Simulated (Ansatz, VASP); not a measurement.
**Al in VASP and in Ansatz**

```xyz
2
Lattice="2.8125 0.0000 0.0000 -1.4062 2.4357 0.0000 0.0000 0.0000 4.8669" Properties=species:S:1:pos:R:3 pbc="T T T"
Al    1.4062    0.8119    3.6501
Al    0.0000    1.6238    1.2167
```

Alike in both runs: task single point; functional LDA; k mesh 11 × 11 × 6; no spin polarisation.

|  | VASP | Ansatz |
| --- | --- | --- |
| version | VASP 6.6.1 | Ansatz 0.2.0 |
| potentials or method | VASP PAW LDA potentials, release 64 (Al) | plane waves, PAW |
| plane-wave cutoff (eV) | 500 | 420 |
| occupations | methfessel-paxton of order 1, width 0.15 eV | cold, width 0.15 eV |
| valence electrons in the cell | 6 | 6 |

VASP gave:

* gap on the k mesh at the Fermi level (eV): none
* pressure (GPa): -3.0
* traceless stress, the component that is largest in VASP (GPa): -2.69

What did Ansatz give for the same quantities?

gap on the k mesh at the Fermi level (eV): none; pressure (GPa): -3.0; traceless stress, the component that is largest in VASP (GPa): -2.37.

LDA's correlation is that of Perdew and Zunger in VASP and of Perdew and Wang (1992) in Ansatz. A gap of «none» marks a metal or a gap that the smearing closes.
